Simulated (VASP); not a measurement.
Wanted: the native input for a VASP 6.6.1 run.

```
Task                   : relaxation of cell and atoms
Functional             : PBE
Potentials or basis    : VASP PAW PBE potentials, release 64 (Cs_sv, As, Au)
Cutoff                 : 600 eV
k mesh                 : 4 × 4 × 4
Occupations            : gaussian, width 0.1 eV
Spin                   : no spin polarisation
Dipole correction      : no
Further INCAR settings : ALGO = Normal; EDIFF = 1e-06; IBRION = 2; EDIFFG = -0.04; NSW = 90; ISIF = 3
```

The structure of Cs3AsAu lies in POSCAR:

```
Cs3AsAu
1.0
    6.0679754800      0.0000000000      0.0000000000
    0.0000000000      6.0679754800      0.0000000000
    0.0000000000      0.0000000000      6.0679754800
Cs As Au
3 1 1
Direct
    0.5000000000      0.0000000000      0.0000000000
    0.0000000000      0.5000000000      0.0000000000
    0.0000000000      0.0000000000      0.5000000000
    0.0000000000      0.0000000000      0.0000000000
    0.5000000000      0.5000000000      0.5000000000
```

One way to write it, as run:

INCAR

```
PREC = Accurate
ENCUT = 600
EDIFF = 1E-6
ISMEAR = 0
SIGMA = 0.1
LREAL = False
LASPH = True
NELM = 100
ALGO = Normal
ISIF = 3
LWAVE = False
LCHARG = False
GGA = PE
IBRION = 2
NSW = 90
EDIFFG = -0.04
```

KPOINTS

```
regular mesh
0
Gamma
  4 4 4
```

Potentials or basis: VASP PAW PBE potentials, release 64 (Cs_sv, As, Au).

Run with:

```console
$ cat potpaw_PBE.64/Cs_sv/POTCAR potpaw_PBE.64/As/POTCAR potpaw_PBE.64/Au/POTCAR > POTCAR
$ mpirun -np 1 vasp_std > vasp.out
```

Results of the run:

```yaml
Relaxed_volume: 64.83 Å³/atom
Relaxed_cell: a = 6.869 Å, b = 6.869 Å, c = 6.869 Å, α = 90.00°, β = 90.00°, γ = 90.00°
Space_group_after_relaxing_to_0.05_Å: Pm-3m (No. 221)
Energy_gained_by_relaxing: 277.5 meV/atom
Ionic_steps: 4
Pressure_after_relaxing: 0.1 GPa
```

Caveat: the volume moved by over 15 % at a fixed basis, so the end points are rough.

Wall time 110 s on 1 thread of Intel(R) Xeon(R) 6975P-C (Granite Rapids) (shared host), peak memory 0.38 GiB.
